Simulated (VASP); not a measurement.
Wanted: the native input for a VASP 6.6.1 run.

| Property | Result |
| --- | --- |
| Task | relaxation of shape and atoms at fixed volume |
| Functional | PBE |
| Potentials or basis | VASP PAW PBE potentials, release 64 (Si, C) |
| Cutoff | 600 eV |
| k mesh | 6 × 6 × 6 |
| Occupations | gaussian, width 0.02 eV |
| Spin | no spin polarisation |
| Dipole correction | no |
| Further INCAR settings | ALGO = Normal; EDIFF = 1e-07; IBRION = 2; EDIFFG = -0.01; NSW = 50; ISIF = 4 |

The structure of Si6C lies in POSCAR:

```
Si6C
1.0
    4.6993440095      2.7131675289      2.9140314953
   -4.6993440095      2.7131675289      2.9140314953
    0.0000000000     -5.4263350578      2.9140314952
Si C
12 2
Direct
    0.3862071090      0.1365839480      0.0124705441
    0.6137928910      0.8634160520      0.9875294559
    0.6177269916      0.7407182075      0.3214190397
    0.3822730084      0.2592817925      0.6785809603
    0.0124705441      0.3862071090      0.1365839480
    0.9875294559      0.6137928910      0.8634160520
    0.3214190397      0.6177269916      0.7407182075
    0.6785809603      0.3822730084      0.2592817925
    0.1365839480      0.0124705441      0.3862071090
    0.8634160520      0.9875294559      0.6137928910
    0.2592817925      0.6785809603      0.3822730084
    0.7407182075      0.3214190397      0.6177269916
    0.9108596907      0.9108596907      0.9108596907
    0.0891403093      0.0891403093      0.0891403093
```

One way to write it, as run:

INCAR

```
SYSTEM = Si6C
  ALGO = Normal
  EDIFF = 1E-7
  EDIFFG = -0.01
  ENCUT = 600
  GGA = PE
  GGA_COMPAT = .False.
  IBRION = 2
  ISIF = 4
  ISMEAR = 0
  LASPH = .True.
  LCHARG = .False.
  LREAL = .False.
  LWAVE = .False.
  NELM = 120
  NELMIN = 4
  NSW = 50
  PREC = Accurate
  SIGMA = 0.02
```

KPOINTS

```
k-points
0
Gamma
  6 6 6
  0 0 0
```

Potentials or basis: VASP PAW PBE potentials, release 64 (Si, C).

Command:

```sh
$ cat potpaw_PBE.64/Si/POTCAR potpaw_PBE.64/C/POTCAR > POTCAR
$ mpirun -np 1 vasp_std > vasp.out
```

It gave:

* Energy gained by relaxing: 0.2 meV/atom
* Ionic steps: 8
* Pressure after relaxing: 7.4 GPa
* Largest force after relaxing: 0.010 eV/Å
* Band gap on the k mesh: 0.56 eV (least direct gap 1.06 eV)

Wall time 34 min on 1 thread of Oxide Virtual Turin-like Processor, with other jobs on the host, peak memory 0.51 GiB.
